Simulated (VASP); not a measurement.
# SnO (Pmn2_1) in VASP: further runs

SnO is run at these levels: PBEsol; tasks: single point.

Everything below comes from runs of VASP 6.6.1. Logs are shortened: lines on timing, memory, paths and dates and some standing lists are left out, and cuts for length are marked.

### 1 The cell of the first run

The structure is orthorhombic, space group Pmn2_1 (No. 31). Conventional cell: a = 3.191 Å, b = 5.491 Å, c = 3.894 Å, α = 90.00°, β = 90.00°, γ = 90.00°. Sn (site symmetry m) has 3 O at 2.06 to 2.09 Å within 2.7 Å. Within 2.7 Å of O (site symmetry m) lie 3 Sn at 2.06 to 2.09 Å.

### 2 Single point, PBEsol (strain -0.0375 x Voigt [1, 1, 0, 0, 0, 0])

INCAR reads:

```
SYSTEM = SnO
ALGO = Normal
EDIFF = 1E-6
ENCUT = 520
GGA = PS
ISIF = 2
ISMEAR = 0
LASPH = .True.
LCHARG = .True.
LELF = .True.
LREAL = .False.
LVHAR = .True.
LWAVE = .False.
NBANDS = 28
NELM = 80
PREC = Accurate
SIGMA = 0.05
```

KPOINTS reads:

```
k-points
0
Gamma
  8 6 8
  0 0 0
```

POSCAR reads:

```
SnO
1.0
    3.1912709497      0.0000000000      0.0000000000
    0.0000000000      5.4910482445      0.0000000000
    0.0000000000      0.0000000000      3.8941648049
Sn O
2 2
Direct
    0.0000000000      0.2337892808      0.5261742991
    0.5000000000      0.7662107192      0.0261742991
    0.0000000000      0.8853564082      0.7238267009
    0.5000000000      0.1146435918      0.2238267009
```

Potentials or basis: VASP PAW PBE potentials, release 64 (Sn_d, O).

On the command line:

```bash
> cat potpaw_PBE.64/Sn_d/POTCAR potpaw_PBE.64/O/POTCAR > POTCAR
> mpirun -np 1 vasp_std > vasp.out
```

OUTCAR:

```text
SYSTEM = SnO
   EDIFF = 1E-6
   ENCUT = 520
   GGA = PS
   ISIF = 2
   ISMEAR = 0
   LASPH = .True.
   LREAL = .False.
   NELM = 80
   PREC = Accurate

 ion  position               nearest neighbor table
   1  0.000  0.234  0.526-   3 2.06   4 2.09   4 2.09   2 3.60   2 3.60   2 3.60   2 3.60
   2  0.500  0.766  0.026-   4 2.06   3 2.09   3 2.09   1 3.60   1 3.60   1 3.60   1 3.60
   3  0.000  0.885  0.724-   1 2.06   2 2.09   2 2.09
   4  0.500  0.115  0.224-   2 2.06   1 2.09   1 2.09

  LATTYP: Found a simple orthorhombic cell.
 ALAT       =     3.1912709497
 B/A-ratio  =     1.2202551480
 C/A-ratio  =     1.7206462037

  Lattice vectors:

 A1 = (  -3.1912709497,   0.0000000000,   0.0000000000)
 A2 = (   0.0000000000,   0.0000000000,   3.8941648049)
 A3 = (   0.0000000000,   5.4910482445,   0.0000000000)

Analysis of symmetry for initial positions (statically):
=====================================================================
 Subroutine PRICEL returns:
 Original cell was already a primitive cell.

 Routine SETGRP: Setting up the symmetry group for a
 simple orthorhombic supercell.

 Subroutine GETGRP returns: Found  4 space group operations
 (whereof  2 operations were pure point group operations)
 out of a pool of  8 trial point group operations.

The static configuration has the point symmetry C_1h.
 The point group associated with its full space group is C_2v.

Analysis of symmetry for dynamics (positions and initial velocities):
=====================================================================
 Subroutine PRICEL returns:
 Original cell was already a primitive cell.

 Routine SETGRP: Setting up the symmetry group for a
 simple orthorhombic supercell.

 Subroutine GETGRP returns: Found  4 space group operations
 (whereof  2 operations were pure point group operations)
 out of a pool of  8 trial point group operations.

The dynamic configuration has the point symmetry C_1h.
 The point group associated with its full space group is C_2v.

 Subroutine INISYM returns: Found  4 space group operations
 (whereof  2 operations are pure point group operations),
 and found     1 'primitive' translations

----------------------------------------------------------------------------------------

                                     Primitive cell

  volume of cell :      68.2391

[... 84 lines left out ...]
   ISTART =      0    job   : 0-new  1-cont  2-samecut
   ICHARG =      2    charge: 1-file 2-atom 10-const
   ISPIN  =      1    spin polarized calculation?
   LNONCOLLINEAR =      F non collinear calculations
   LSORBIT =      F    spin-orbit coupling
   LASPH  =      T    aspherical Exc in radial PAW
   ENCUT  =  520.0 eV  38.22 Ry    6.18 a.u.   5.93 10.21  7.24*2*pi/ulx,y,z
   NELM   =     80;   NELMIN=  2; NELMDL= -5     # of ELM steps
   EDIFF  = 0.1E-05   stopping-criterion for ELM
   LREAL  =      F    real-space projection
[... 7 lines left out ...]
   TEBEG  =    0.0;   TEEND  =   0.0 temperature during run
   PSTRESS=    0.0 pullay stress
   NELECT =      40.0000    total number of electrons
   NUPDOWN=      -1.0000    fix difference up-down
   EMIN   =  10.00;   EMAX   =-10.00  energy-range for DOS
   EFERMI =   0.00;   METHOD = LEGACY
   ISMEAR =     0;   SIGMA  =   0.05  broadening in eV -4-tet -1-fermi 0-gaus
   EFERMI_NEDOS =   21; number of points for ismear=-14 and -15
   IALGO  =     38    algorithm
   IMIX   =      4    mixing-type and parameters
     AMIX     =   0.40;   BMIX     =  1.00
     AMIX_MAG =   1.60;   BMIX_MAG =  1.00
  volume/ion in A,a.u.               =      17.06       115.13
  Fermi-wavevector in a.u.,A,eV,Ry     =   1.370094  2.589102 25.540284  1.877158
  Thomas-Fermi vector in A             =   2.495911
   LORBIT       =      0    0 simple, 1 ext, 2 COOP (PROOUT), +10 PAW based schemes
   GGA     = PS    functional components
   LHFCALC =     F    Hartree Fock is set to
   AEXX    =    0.0000 exact exchange contribution
   IVDW    =     0    specifies the selected vdW correction
   LEPSILON=     F    determine dielectric tensor
   LRPA    =     F    only Hartree local field effects (RPA)
 non-spin polarized calculation
 Gauss-broadening in eV      SIGMA  =   0.05
  energy-cutoff  :      520.00
  volume of cell :       68.24
 maximum number of plane-waves:      1872
 NGX is ok and might be reduce to    24
   NGX = 11   NGY = 21   NGZ = 15

 number of electron      40.0000004 magnetization

 Free energy of the ion-electron system (eV)
  ---------------------------------------------------
  ext. energy  EPLUGINS =         0.00000000
  ---------------------------------------------------
  free energy    TOTEN  =       -23.65796395 eV

  energy without entropy =      -23.65796395  energy(sigma->0) =      -23.65796395

 E-fermi :   6.7996     XC(G=0): -10.6163

 val. band max:        6.5780600536   @ k =   0.1250   0.0000   0.0000
 cond. band min:       7.6874758348   @ k =   0.3750   0.5000   0.0000
 fundamental gap:      1.1094157813
 Fermi energy:         6.7995779156

 k-point     1 :       0.0000    0.0000    0.0000
  band No.  band energies     occupation
      1     -14.9859      2.00000
      2     -14.4195      2.00000
      3     -14.2892      2.00000
      4     -14.2200      2.00000
      5     -14.1894      2.00000
      6     -14.1827      2.00000
[... 733 lines left out ...]
     27      16.0827      0.00000
     28      17.3581      0.00000

 [... further k-points ...]

------------------------ aborting loop because EDIFF is reached ----------------------------------------

  FORCE on cell =-STRESS in cart. coord.  units (eV):
  Direction    XX          YY          ZZ          XY          YZ          ZX
  --------------------------------------------------------------------------------------
  -------------------------------------------------------------------------------------
  Total        4.4062673      4.4185581      2.9451638      0.0000000      0.0000000      0.0000000
  in kB      103.4542062    103.7427809     69.1491390      0.0000000      0.0000000      0.0000000
  external PRESSURE =      92.1153754 kB  Pullay stress =       0.0000000 kB

 VOLUME and BASIS-vectors are now :
 -----------------------------------------------------------------------------
  energy-cutoff  :      520.00
  volume of cell :       68.24
      direct lattice vectors                 reciprocal lattice vectors
     3.191270950  0.000000000  0.000000000     0.313354778  0.000000000  0.000000000
     0.000000000  5.491048244  0.000000000     0.000000000  0.182114590  0.000000000
     0.000000000  0.000000000  3.894164805     0.000000000  0.000000000  0.256794473

 POSITION                                       TOTAL-FORCE (eV/Angst)
 -----------------------------------------------------------------------------------
      0.00000      1.28375      2.04901         0.000000      1.452087      0.349800
      1.59564      4.20730      0.10193         0.000000     -1.452087      0.349800
      0.00000      4.86153      2.81870         0.000000     -0.227917     -0.349800
      1.59564      0.62951      0.87162         0.000000      0.227917     -0.349800
 -----------------------------------------------------------------------------------
    total drift:                                0.000000      0.000000     -0.000165

  FREE ENERGIE OF THE ION-ELECTRON SYSTEM (eV)
  ---------------------------------------------------
  free  energy   TOTEN  =       -23.6579639496 eV

  energy  without entropy=      -23.6579639496  energy(sigma->0) =      -23.65796395
```

OSZICAR:

```text
N       E                     dE             d eps       ncg     rms          rms(c)
DAV:   1     0.435860999860E+03    0.43586E+03   -0.20279E+04  5812   0.221E+03
DAV:   2     0.393382651719E+02   -0.39652E+03   -0.38016E+03  5812   0.554E+02
DAV:   3    -0.238978647409E+02   -0.63236E+02   -0.62304E+02  6264   0.187E+02
DAV:   4    -0.268946986556E+02   -0.29968E+01   -0.29834E+01  6632   0.437E+01
DAV:   5    -0.269652462492E+02   -0.70548E-01   -0.70537E-01  6228   0.716E+00    0.112E+01
DAV:   6    -0.237089044920E+02    0.32563E+01   -0.13610E+01  9240   0.436E+01    0.488E+00
DAV:   7    -0.236968749608E+02    0.12030E-01   -0.16503E+00  6400   0.823E+00    0.254E+00
DAV:   8    -0.236693200631E+02    0.27555E-01   -0.28812E-01  8352   0.401E+00    0.787E-01
DAV:   9    -0.236573037722E+02    0.12016E-01   -0.47864E-02  8716   0.269E+00    0.197E-01
DAV:  10    -0.236581131900E+02   -0.80942E-03   -0.60700E-03  7948   0.744E-01    0.959E-02
DAV:  11    -0.236579513372E+02    0.16185E-03   -0.84372E-04  8700   0.334E-01    0.222E-02
DAV:  12    -0.236579707132E+02   -0.19376E-04   -0.20008E-04  6892   0.838E-02    0.266E-02
DAV:  13    -0.236579640126E+02    0.67006E-05   -0.32504E-05  7752   0.661E-02    0.253E-03
DAV:  14    -0.236579639496E+02    0.63051E-07   -0.24413E-06  4276   0.170E-02
   1 F= -.23657964E+02 E0= -.23657964E+02  d E =-.451756E-12
```

Wall time 3 min (1 thread of Intel Xeon Platinum 8259CL at 2.50GHz (Skylake/Cascade Lake), shared host); peak memory 0.28 GiB.

Results:

```
Free energy            : -23.6580 eV
Pressure               : 9.2 GPa
Largest force          : 1.494 eV/Å
Band gap on the k mesh : 1.11 eV (least direct gap 1.54 eV)
```

Forces in eV/Å, atoms in the order of the input:
```
Sn   0.000  1.452  0.350
Sn   0.000 -1.452  0.350
O    0.000 -0.228 -0.350
O    0.000  0.228 -0.350
```

Levels at points of the mesh, in eV from the valence-band top:
```tsv
k point	band 16	band 17	band 18	band 19	band 20	band 21	band 22	band 23	band 24	band 25
(0.00, 0.00, 0.00)	-4.48	-4.42	-3.07	-2.68	-0.02	3.18	3.47	6.33	6.59	8.82
(0.50, 0.00, 0.00)	-5.10	-3.29	-3.29	-1.28	-1.28	2.43	2.43	6.13	6.13	7.30
(0.00, 0.50, 0.00)	-4.44	-4.02	-3.10	-2.14	-1.80	3.23	4.44	5.52	5.57	7.59
(0.50, 0.50, 0.00)	-4.88	-3.32	-3.32	-1.06	-1.06	2.03	2.03	6.68	6.68	7.48
(0.00, 0.00, 0.50)	-4.19	-3.68	-3.68	-1.83	-1.83	2.84	2.84	5.71	5.71	8.72
(0.50, 0.00, 0.50)	-4.80	-3.88	-3.88	-1.18	-1.18	2.10	2.10	4.72	4.72	7.54
(0.00, 0.50, 0.50)	-3.68	-3.53	-3.53	-1.70	-1.70	2.07	2.07	6.41	6.41	8.55
(0.50, 0.50, 0.50)	-4.96	-4.20	-4.20	-0.34	-0.34	2.27	2.27	4.45	4.45	6.57
```

Caveat: the cell differs from its parent crystal (strain -0.0375 x Voigt [1, 1, 0, 0, 0, 0]); the cell stands under pressure; the PAW data sets were made with another functional, which shifts forces and pressure a little; spin-orbit coupling is left out, which moves the levels of the heavy elements. A k mesh can miss the band edges.

### 3 Single point, PBEsol (strain +0.0375 x Voigt [1, 1, 0, 0, 0, 0])

INCAR reads:

```
PREC     = Accurate       # precision mode
ENCUT    = 520            # plane-wave cutoff, eV
EDIFF    = 1E-7           # SCF threshold, eV
ISMEAR   = 0              # smearing method
SIGMA    = 0.05           # smearing width, eV
LREAL    = False          # projectors in reciprocal space
LASPH    = True           # aspherical terms in the spheres
NELM     = 60             # most SCF steps
ALGO     = Normal         # electronic algorithm
ISIF     = 2              # what is computed and relaxed
LWAVE    = False          # write WAVECAR
LCHARG   = False          # write CHGCAR
GGA      = PS             # functional
NBANDS   = 28             # bands
```

KPOINTS reads:

```
regular mesh
0
Gamma
  8 6 8
```

POSCAR: that of step 2 with these lines changed.

```diff
@@ -2,4 +2,4 @@
 1.0
-    3.1912709497      0.0000000000      0.0000000000
-    0.0000000000      5.4910482445      0.0000000000
+    3.4399414133      0.0000000000      0.0000000000
+    0.0000000000      5.9189221337      0.0000000000
     0.0000000000      0.0000000000      3.8941648049
```

Potentials or basis: VASP PAW PBE potentials, release 64 (Sn_d, O).

On the command line:

```bash
> cat potpaw_PBE.64/Sn_d/POTCAR potpaw_PBE.64/O/POTCAR > POTCAR
> mpirun -np 1 vasp_std > vasp.out
```

It took 4 min on 1 thread of Intel Xeon Platinum 8259CL at 2.50GHz (Skylake/Cascade Lake), shared host; peak memory 0.31 GiB.

Results (log left out):

```yaml
Free_energy: -23.7159 eV
Pressure: -5.9 GPa
Largest_force: 1.013 eV/Å
Band_gap_on_the_k_mesh: 1.34 eV (least direct gap 2.06 eV)
```

Forces on the atoms (eV/Å):
```
Sn   0.000 -0.989 -0.216
Sn   0.000  0.989 -0.216
O    0.000  0.118  0.216
O    0.000 -0.118  0.216
```

Stress tensor (GPa, compression positive):
```
-6.90  0.00  0.00
 0.00 -6.66  0.00
 0.00  0.00 -4.22
```

Levels at points of the mesh, in eV from the valence-band top:
| k point | band 16 | band 17 | band 18 | band 19 | band 20 | band 21 | band 22 | band 23 | band 24 | band 25 |
| --- | --- | --- | --- | --- | --- | --- | --- | --- | --- | --- |
| (0.00, 0.00, 0.00) | -3.75 | -3.26 | -2.43 | -1.84 | 0.00 | 2.96 | 3.33 | 5.99 | 6.11 | 7.44 |
| (0.50, 0.00, 0.00) | -3.98 | -2.34 | -2.34 | -1.25 | -1.25 | 2.52 | 2.52 | 5.46 | 5.46 | 6.67 |
| (0.00, 0.50, 0.00) | -3.72 | -3.68 | -2.46 | -1.57 | -1.35 | 3.29 | 4.43 | 4.71 | 5.38 | 6.49 |
| (0.50, 0.50, 0.00) | -3.74 | -2.34 | -2.34 | -1.10 | -1.10 | 1.90 | 1.90 | 6.17 | 6.17 | 6.94 |
| (0.00, 0.00, 0.50) | -3.35 | -2.97 | -2.97 | -1.29 | -1.29 | 2.20 | 2.20 | 5.23 | 5.23 | 7.40 |
| (0.50, 0.00, 0.50) | -3.82 | -3.28 | -3.28 | -1.18 | -1.18 | 2.18 | 2.18 | 4.41 | 4.41 | 6.56 |
| (0.00, 0.50, 0.50) | -2.97 | -2.76 | -2.76 | -1.38 | -1.38 | 1.78 | 1.78 | 5.55 | 5.55 | 7.29 |
| (0.50, 0.50, 0.50) | -3.96 | -3.49 | -3.49 | -0.55 | -0.55 | 2.43 | 2.43 | 3.92 | 3.92 | 5.90 |

Caveat: the cell differs from its parent crystal (strain +0.0375 x Voigt [1, 1, 0, 0, 0, 0]); the cell stands under tension; the PAW data sets were made with another functional, which shifts forces and pressure a little; spin-orbit coupling is left out, which moves the levels of the heavy elements.
